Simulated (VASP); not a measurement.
**SnS2: relaxation of cell and atoms with PBE**

The system is SnS2.

```
CELL_PARAMETERS angstrom
3.63900 0.00000 0.00000
-1.81950 3.15147 0.00000
0.00000 0.00000 5.86800
ATOMIC_POSITIONS crystal
Sn 0.00000 0.00000 0.00000
S 0.33333 0.66667 0.25000
S 0.66667 0.33333 0.75000
```

```yaml
Program: VASP 6.6.1
Task: relaxation of cell and atoms
Functional: PBE
Potentials_or_basis: VASP PAW PBE potentials, release 64 (Sn_d, S)
Cutoff: 500 eV
k_mesh: 6 × 6 × 4
Occupations: gaussian, width 0.01 eV
Spin: no spin polarisation
Dipole_correction: no
Further_INCAR_settings: ALGO = Normal; EDIFF = 1e-07; IBRION = 2; EDIFFG = -0.01; NSW = 80; ISIF = 3
```

- Relaxed volume: 26.77 Å³/atom
- Relaxed cell: a = 3.702 Å, b = 3.702 Å, c = 6.768 Å, α = 90.00°, β = 90.00°, γ = 120.00°
- Space group after relaxing (to 0.1 Å): P-3m1 (No. 164)
- Energy gained by relaxing: 26.8 meV/atom
- Ionic steps: 28
- Pressure after relaxing: 0.0 GPa
- Largest force after relaxing: 0.007 eV/Å
- Band gap on the k mesh: 1.53 eV (least direct gap 1.81 eV)

Forces in eV/Å, atoms in the order of the input:
```
Sn   0.000  0.000  0.000
S    0.000  0.000 -0.007
S    0.000  0.000  0.007
```

The path:
| step | energy change (eV) | largest force (eV/Å) | pressure (GPa) | volume (Å³) |
| --- | --- | --- | --- | --- |
| 1 | 0.0000 | 0.2363 | 4.18 | 67.30 |
| 2 | -0.0156 | 0.5851 | -2.53 | 73.16 |
| 3 | -0.0408 | 0.2481 | 0.14 | 70.46 |
| 4 | -0.0456 | 0.1821 | 0.11 | 70.88 |
| 5 | -0.0503 | 0.0324 | 0.05 | 71.86 |
| 6 | -0.0547 | 0.0269 | 0.08 | 72.26 |
| 7 | -0.0651 | 0.0078 | 0.19 | 73.47 |
| 8 | -0.0751 | 0.0445 | 0.63 | 75.82 |
| 9 | -0.0758 | 0.0662 | 0.85 | 76.75 |
| 10 | -0.0787 | 0.0720 | -0.05 | 78.39 |
| 11 | -0.0787 | 0.0690 | -0.03 | 78.36 |
| 12 | -0.0792 | 0.0502 | -0.06 | 78.56 |
| 13 | -0.0795 | 0.0184 | -0.09 | 78.91 |
| 14 | -0.0796 | 0.0075 | 0.07 | 78.81 |
| 15 | -0.0796 | 0.0048 | 0.05 | 78.82 |
| 16 | -0.0796 | 0.0012 | 0.05 | 78.86 |
| 17 | -0.0797 | 0.0152 | 0.06 | 78.95 |
| 18 | -0.0797 | 0.0229 | 0.01 | 79.08 |
| 19 | -0.0798 | 0.0387 | -0.10 | 79.35 |
| 20 | -0.0798 | 0.0374 | -0.10 | 79.39 |
| 21 | -0.0799 | 0.0337 | -0.11 | 79.48 |
| 22 | -0.0800 | 0.0261 | -0.10 | 79.68 |
| 23 | -0.0801 | 0.0106 | -0.10 | 80.07 |
| 24 | -0.0801 | 0.0030 | -0.10 | 80.26 |
| 25 | -0.0802 | 0.0099 | 0.00 | 80.23 |
| 26 | -0.0802 | 0.0149 | 0.04 | 80.21 |
| 27 | -0.0802 | 0.0051 | 0.03 | 80.25 |
| 28 | -0.0803 | 0.0069 | 0.01 | 80.30 |

Final structure:
```
CELL_PARAMETERS angstrom
3.70156 0.00000 0.00000
-1.85078 3.20564 0.00000
0.00000 0.00000 6.76756
ATOMIC_POSITIONS crystal
Sn 0.00000 0.00000 0.00000
S 0.33333 0.66667 0.21836
S 0.66667 0.33333 0.78164
```

Levels at points of the mesh, in eV from the valence-band top:
```
           k point  band 9  band 10  band 11  band 12  band 13  band 14  band 15  band 16  band 17
(0.00, 0.00, 0.00)   -0.48    -0.48    -0.35    -0.13    -0.13     2.04     3.79     5.43     5.43
(0.50, 0.00, 0.00)   -4.12    -2.20    -2.07    -0.51    -0.21     1.62     4.69     6.40     6.51
(0.00, 0.00, 0.50)   -1.14    -0.49    -0.49    -0.10    -0.10     2.67     3.79     5.37     5.37
(0.50, 0.00, 0.50)   -4.22    -2.17    -1.81    -0.44    -0.28     1.53     4.85     5.99     6.44
```

Wall time 16 min on 1 thread of Intel Xeon 8259CL, with other jobs on the host, peak memory 0.21 GiB.

Caveat: the volume moved by over 15 % at a fixed basis, so the end points are rough; spin-orbit coupling is left out, which moves the levels of the heavy elements; this functional lacks dispersion, which binds the layers, so the pressure and a relaxed spacing across them are unreliable. Zero-point motion and thermal expansion aren't in these numbers.
